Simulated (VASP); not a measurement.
Here is a VASP 6.6.1 calculation.

Contents of INCAR:

```
ALGO     = Normal         # electronic algorithm
EDIFF    = 1E-6           # SCF threshold, eV
ENCUT    = 520            # plane-wave cutoff, eV
GGA      = PE             # functional
ISIF     = 2              # what is computed and relaxed
ISMEAR   = -1             # smearing method
LASPH    = T              # aspherical terms in the spheres
LCHARG   = F              # write CHGCAR
LREAL    = F              # projectors in reciprocal space
LWAVE    = F              # write WAVECAR
NBANDS   = 10             # bands
NELM     = 80             # most SCF steps
PREC     = Accurate       # precision mode
SIGMA    = 0.05           # smearing width, eV
```

File KPOINTS:

```
k-points
0
Gamma
  10 10 5
```

Contents of POSCAR:

```
Li
1.0
    3.0474923842      0.0000000000      0.0000000000
   -1.5237461921      2.6392058226      0.0000000000
    0.0000000000      0.0000000000      4.9890320517
Li
2
Direct
    0.6666666667      0.3333333333      0.7500000000
    0.3333333333      0.6666666667      0.2500000000
```

Potentials or basis: VASP PAW PBE potentials, release 64 (Li_sv).

The run is started by

```bash
$ cat potpaw_PBE.64/Li_sv/POTCAR > POTCAR
$ mpirun -np 1 vasp_std > vasp.out
```

(1) Predict the band gap on the k mesh.

## Answers

(1) zero (band 3 reaches 2.02 eV, above the bottom of band 4 at -1.32 eV).
